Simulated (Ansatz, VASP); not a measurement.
**Two plane-wave programs on BN**

File INCAR:

```
ALGO = Normal
EDIFF = 1E-7
ENCUT = 520
GGA = PE
ISIF = 2
ISMEAR = 0
LASPH = True
LCHARG = False
LREAL = False
LWAVE = False
NBANDS = 36
NELM = 80
PREC = Accurate
SIGMA = 0.05
```

File KPOINTS:

```
k-points
0
Gamma
  10 10 2
```

Contents of POSCAR:

```
BN
1.0
    1.8130010000     -1.8130010000      0.0000000000
    1.8130010000      0.0000000000     -1.8130010000
    8.1585045000      6.7987537500      6.7987537500
B N
6 6
Direct
    0.6510500000      0.6510500000      0.0624666667
   -0.2239500000     -0.2239500000      0.8958000000
    0.2760500000      0.2760500000      0.2291333333
    0.5260500000      0.5260500000      0.5624666667
   -0.0989500000     -0.0989500000      0.3958000000
    0.1510500000      0.1510500000      0.7291333333
    0.5573000000      0.5573000000      0.4374666667
    0.9323000000      0.9323000000      0.2708000000
    0.1823000000      0.1823000000      0.6041333333
    0.4323000000      0.4323000000      0.9374666667
   -0.1927000000     -0.1927000000      0.7708000000
    0.3073000000      0.3073000000      0.1041333333
```

Input for Ansatz:

```yaml
crystal:
  lattice:
    - [1.813001, -1.813001, 0.0]
    - [1.813001, 0.0, -1.813001]
    - [8.1585045, 6.79875375, 6.79875375]
  atoms:
    - { symbol: B, position: [0.65105, 0.65105, 0.0624666667] }
    - { symbol: B, position: [-0.22395, -0.22395, 0.8958] }
    - { symbol: B, position: [0.27605, 0.27605, 0.2291333333] }
    - { symbol: B, position: [0.52605, 0.52605, 0.5624666667] }
    - { symbol: B, position: [-0.09895, -0.09895, 0.3958] }
    - { symbol: B, position: [0.15105, 0.15105, 0.7291333333] }
    - { symbol: "N", position: [0.5573, 0.5573, 0.4374666667] }
    - { symbol: "N", position: [0.9323, 0.9323, 0.2708] }
    - { symbol: "N", position: [0.1823, 0.1823, 0.6041333333] }
    - { symbol: "N", position: [0.4323, 0.4323, 0.9374666667] }
    - { symbol: "N", position: [-0.1927, -0.1927, 0.7708] }
    - { symbol: "N", position: [0.3073, 0.3073, 0.1041333333] }
basis:
  ecutwfc: 420
kpoints:
  mp_grid: { grid: [10, 10, 2] }
hamiltonian:
  xc: pbe
scf:
  occupations: { method: gaussian, width: 0.05 }
output:
  forces: true
  stress: true
  eigenvalues: true
  write_density: true
  write_potential: true
  elf: true
  volumetric_format: npy
```

Alike in both runs: task single point; functional PBE; k mesh 10 × 10 × 2; occupations gaussian, width 0.05 eV; no spin polarisation.

|  | VASP | Ansatz |
| --- | --- | --- |
| version | VASP 6.6.1 | Ansatz 0.2.0 |
| potentials or method | VASP PAW PBE potentials, release 64 (B, N), cutoff 520 eV | scalar-relativistic, plane waves, PAW |
| valence electrons in the cell | 48 | 48 |

|  | VASP | Ansatz | Ansatz less VASP |
| --- | --- | --- | --- |
| gap on the k mesh at the Fermi level (eV) | 2.28 | 2.29 | +0.006 |
| least direct gap on the mesh (eV) | 3.07 | 3.08 | +0.008 |
| pressure (GPa) | 2.9 | 2.7 | -0.21 |
| traceless stress, the component that is largest in VASP (GPa) | -19.16 | -19.16 | 0.000 |
| rms of the force components (eV/Å) | 0.989 | 0.991 | +0.0015 |

Atom by atom the forces differ by 0.003 eV/Å (rms over components).
